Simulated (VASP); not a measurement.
Runs of VASP 6.6.1 on CuO. The structure is that of space group P-6m2 (No. 187), or close to it. The cells are those of the table. 

```tsv
task	level	potentials or basis	U	cell	cutoff (eV)	gap on the mesh (eV)	pressure (GPa)	relaxed volume (Å³/atom)
relaxation of cell and atoms	RPBE+D3(BJ)	VASP PAW PBE potentials, release 64 (Cu, O)	-	relaxed from a = 2.836, b = 2.836, c = 2.768 Å, angles 90.0, 90.0, 120.0°, 2 atoms	600	none	0.0	8.73
relaxation of cell and atoms	r2SCAN+U	VASP PAW PBE potentials, release 64 (Cu_sv_GW, O)	Cu d U = 5.3 eV	relaxed from a = 2.836, b = 2.836, c = 2.768 Å, angles 90.0, 90.0, 120.0°, 2 atoms	770	none	0.1	9.15
single point	LDA	VASP PAW LDA potentials, release 64 (Cu, O)	-	a = 2.795, b = 2.795, c = 2.620 Å, angles 90.0, 90.0, 120.0°, 2 atoms	520	none	0.6	-
single point	LDA	VASP PAW LDA potentials, release 64 (Cu, O)	-	a = 2.836, b = 2.836, c = 2.768 Å, angles 90.0, 90.0, 120.0°, 2 atoms	520	none	-15.9	-
single point	LDA+U	VASP PAW LDA potentials, release 64 (Cu, O)	Cu d U = 4.5 eV	a = 2.836, b = 2.836, c = 2.768 Å, angles 90.0, 90.0, 120.0°, 2 atoms	520	none	-18.7	-
single point	PBEsol+U	VASP PAW PBE potentials, release 64 (Cu, O)	Cu d U = 5.3 eV	a = 2.836, b = 2.836, c = 2.768 Å, angles 90.0, 90.0, 120.0°, 2 atoms	520	none	(b)	-
single point	RPBE+D3(BJ)	VASP PAW PBE potentials, release 64 (Cu, O)	-	a = 2.755, b = 2.755, c = 2.650 Å, angles 90.0, 90.0, 120.0°, 2 atoms	520	none	0.5	-
single point	r2SCAN+U	VASP PAW PBE potentials, release 64 (Cu, O)	Cu d U = 5.3 eV	a = 2.870, b = 2.870, c = 2.657 Å, angles 90.0, 90.0, 120.0°, 2 atoms	520	none	-6.2	-
single point	BLYP	VASP PAW PBE potentials, release 64 (Cu, O)	-	a = 2.836, b = 2.836, c = 2.768 Å, angles 90.0, 90.0, 120.0°, 2 atoms	520	none	7.4	-
single point	r2SCAN	VASP PAW PBE potentials, release 64 (Cu, O)	-	a = 2.836, b = 2.836, c = 2.768 Å, angles 90.0, 90.0, 120.0°, 2 atoms	520	none	-7.1	-
single point	PBE+U	VASP PAW PBE potentials, release 64 (Cu, O)	Cu d U = 5.3 eV	a = 2.918, b = 2.918, c = 2.690 Å, angles 90.0, 90.0, 120.0°, 2 atoms	520	none	(a)	-
```

Alike in all rows: no spin polarisation; smearing fermi-dirac 0.05 eV.

Problem. Fill in the values left out.

Solution. (a) -5.8; (b) -12.3.

Caveats: an odd number of electrons without spin polarisation forces a metal; a magnetic or distorted state may lie lower; the PAW data sets were made with another functional, which shifts forces and pressure a little (at least some runs); semilocal functionals often make such compounds metallic where correlation or magnetic order opens a gap, which also shifts bond lengths (at least some runs); U without spin polarisation on a metal has little footing (at least some runs); the dispersion term is far too large for a dense solid, which distorts pressure and volume (at least some runs); the cell stands under tension (at least some runs).

A gap of «none» marks levels without a gap at the run's occupations.

The runs don't all hold the same shells in valence.
